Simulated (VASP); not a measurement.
Write the native input for VASP 6.6.1 that does the following.

```yaml
Task: single point
Functional: PBE
Potentials_or_basis: VASP PAW PBE potentials, release 64 (Te, Mo_sv)
Cutoff: 520 eV
k_mesh: 6 × 6 × 2
Occupations: gaussian, width 0.1 eV
Spin: no spin polarisation
Dipole_correction: no
Further_INCAR_settings: ALGO = Normal; EDIFF = 1e-06; NBANDS = 35
```

The structure of Te2Mo lies in POSCAR:

```
Te2Mo
1.0
    3.4765105100      0.0000000000      0.0000000000
   -1.7382552600      3.0107464200      0.0000000000
    0.0000000000      0.0000000000     13.7052712500
Te Mo
4 2
Direct
    0.3333333300      0.6666666700      0.6209999900
    0.6666666700      0.3333333300      0.1209999900
    0.3333333300      0.6666666700      0.8790000100
    0.6666666700      0.3333333300      0.3790000100
    0.3333333300      0.6666666700      0.2500000000
    0.6666666700      0.3333333300      0.7500000000
```

The cell was built from a structure type or drawn by symmetry, and may not be a known phase.

These files were run (other wordings do the same):

INCAR

```
PREC     = Accurate       # precision mode
ENCUT    = 520            # plane-wave cutoff, eV
EDIFF    = 1E-6           # SCF threshold, eV
ISMEAR   = 0              # smearing method
SIGMA    = 0.1            # smearing width, eV
LREAL    = False          # projectors in reciprocal space
LASPH    = True           # aspherical terms in the spheres
NELM     = 80             # most SCF steps
ALGO     = Normal         # electronic algorithm
ISIF     = 2              # what is computed and relaxed
LWAVE    = False          # write WAVECAR
LCHARG   = True           # write CHGCAR
GGA      = PE             # functional
LELF     = True           # ELF
LVHAR    = True         
NBANDS   = 35             # bands
```

KPOINTS

```
regular mesh
0
Gamma
  6 6 2
```

Potentials or basis: VASP PAW PBE potentials, release 64 (Te, Mo_sv).

Launch:

```sh
$ cat potpaw_PBE.64/Te/POTCAR potpaw_PBE.64/Mo_sv/POTCAR > POTCAR
$ mpirun -np 1 vasp_std > vasp.out
```

Results of the run:

| Property | Result |
| --- | --- |
| Pressure | 8.1 GPa |
| Largest force | 0.918 eV/Å |
| Band gap on the k mesh | 0.79 eV (least direct gap 1.07 eV) |

Caveat: the cell stands under pressure; spin-orbit coupling is left out, which moves the levels of the heavy elements; this functional lacks dispersion, which binds the layers, so the pressure and a relaxed spacing across them are unreliable.

Run time: 54 s on 1 thread of AMD EPYC 9R45 96-Core Processor (Zen 5) (shared host), peak memory 0.26 GiB.
